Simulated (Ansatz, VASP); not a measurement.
# N: VASP beside Ansatz

POSCAR

```
N
1.0
    3.8093295917      0.0000000000      0.0000000000
   -1.9046647959      3.2989761978      0.0000000000
    0.0000000000      0.0000000000      7.4655911978
N
4
Direct
    0.3333333333      0.6666666667      0.3238121618
    0.3333333333      0.6666666667      0.1761878382
    0.6666666667      0.3333333333      0.8238121618
    0.6666666667      0.3333333333      0.6761878382
```

The input INCAR.step1:

```
  PREC = Accurate
  ENCUT = 660
  ISMEAR = 0
  SIGMA = 0.02
  LREAL = F
  LASPH = T
  NELM = 120
  GGA = PE
  ALGO = Normal
  EDIFF = 1E-5
  LWAVE = T
  LCHARG = F
  GGA_COMPAT = F
  IBRION = 2
  ISIF = 3
  EDIFFG = -0.005
  NELMIN = 4
  NSW = 100
```

Contents of INCAR.step2:

```
  PREC = Accurate
  ENCUT = 660
  EDIFF = 1E-7
  ISMEAR = 0
  SIGMA = 0.02
  LREAL = F
  LASPH = T
  NELM = 120
  ALGO = Normal
  ISIF = 3
  LWAVE = F
  LCHARG = F
  METAGGA = R2SCAN
  LMIXTAU = T
  IVDW = 12
  VDW_S6 = 1.0
  VDW_S8 = 0.78981345
  VDW_A1 = 0.49484001
  VDW_A2 = 5.73083694
  IBRION = 2
  NSW = 70
  EDIFFG = -0.02
  ISTART = 1
  GGA_COMPAT = F
  NELMIN = 4
```

The input KPOINTS:

```
regular mesh
0
Gamma
  6 6 4
```

Input for Ansatz:

```yaml
crystal:
  lattice:
    - [3.8093295917, 0.0, 0.0]
    - [-1.9046647959, 3.2989761978, 0.0]
    - [0.0, 0.0, 7.4655911978]
  atoms:
    - { symbol: "N", position: [0.3333333333, 0.6666666667, 0.3238121618] }
    - { symbol: "N", position: [0.3333333333, 0.6666666667, 0.1761878382] }
    - { symbol: "N", position: [0.6666666667, 0.3333333333, 0.8238121618] }
    - { symbol: "N", position: [0.6666666667, 0.3333333333, 0.6761878382] }
basis:
  ecutwfc: 500
kpoints:
  mp_grid: { grid: [6, 6, 4] }
hamiltonian:
  xc: r2scan
  dispersion: d3bj
scf:
  occupations: { method: gaussian, width: 0.02 }
output:
  forces: true
  stress: true
  eigenvalues: true
relax:
  adjacent_minimum: "off"
  f_tol: 0.02
  max_steps: 50
  cell: { stress_tol: 0.03 }
```

Alike in both runs: task relaxation of cell and atoms; functional r2SCAN; dispersion D3(BJ); k mesh 6 × 6 × 4; occupations gaussian, width 0.02 eV; no spin polarisation.

```csv
,VASP,Ansatz
version,VASP 6.6.1,Ansatz 0.2.0
potentials or method,"VASP PAW PBE potentials, release 64 (N), cutoff 660 eV","scalar-relativistic, plane waves, PAW"
valence electrons in the cell,20,20
```

```csv
,VASP,Ansatz,Ansatz less VASP
"gap on the k mesh at the Fermi level, each at its own relaxed structure (eV)",7.58,7.85,+0.265
relaxed volume (Å³/atom),22.02,22.26,+0.241
relaxed length of the cell vector where the two differ most in proportion (Å),7.393,7.695,+0.3026
```

VASP's potentials were made for PBE, not for r2SCAN. Ansatz's warnings: dispersion damping borrowed.

Noted on VASP's run: the standard files for N, O and F lose accuracy on very short bonds.
